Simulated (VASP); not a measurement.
Crystal: ZnSnN.

```
Zn Sn N
1.0
     3.55337    0.00000    0.00000
     0.00000    3.55337    0.00000
     0.00000    0.00000    3.74772
Zn Sn N
1 1 1
Cartesian
  1.7767 1.7767 1.8739
  0.0000 0.0000 0.0000
  1.7767 1.7767 0.0000
```

The cell was generated, and may not be a known phase.

- Program: VASP 6.6.1
- Task: relaxation of cell and atoms
- Functional: PBE
- Potentials or basis: VASP PAW PBE potentials, release 64 (Zn, Sn_d, N)
- Cutoff: 600 eV
- k mesh: 6 × 6 × 4
- Occupations: gaussian, width 0.1 eV
- Spin: no spin polarisation

At the start: pressure 9.3 GPa; volume 15.77 Å³/atom.

Question: How do energy, volume and symmetry change on relaxing?

Answer: Over 5 steps the energy falls by 65.4 meV/atom and the volume is 18.03 Å³/atom (+14.3 %); space group P4/mmm (No. 123, to 0.1 Å) before and after.

Step by step:
| step | energy change (eV) | largest force (eV/Å) | pressure (GPa) | volume (Å³) |
| --- | --- | --- | --- | --- |
| 1 | 0.0000 | 0.0000 | 9.32 | 47.32 |
| 2 | -0.1164 | 0.0000 | -2.44 | 53.89 |
| 3 | -0.1291 | 0.0000 | 0.03 | 52.14 |
| 4 | -0.1768 | 0.0000 | -0.21 | 53.14 |
| 5 | -0.1963 | 0.0000 | -0.14 | 54.08 |

Final structure:
```xyz
3
Lattice="3.8052 0.0000 0.0000 0.0000 3.8052 0.0000 0.0000 0.0000 3.7348" Properties=species:S:1:pos:R:3 pbc="T T T"
Zn    1.9026    1.9026    1.8674
Sn    0.0000    0.0000    0.0000
N     1.9026    1.9026    0.0000
```

Caveat: the k points lie up to 0.42 Å⁻¹ apart in the final cell, too coarse for converged energies and pressures of a metal.
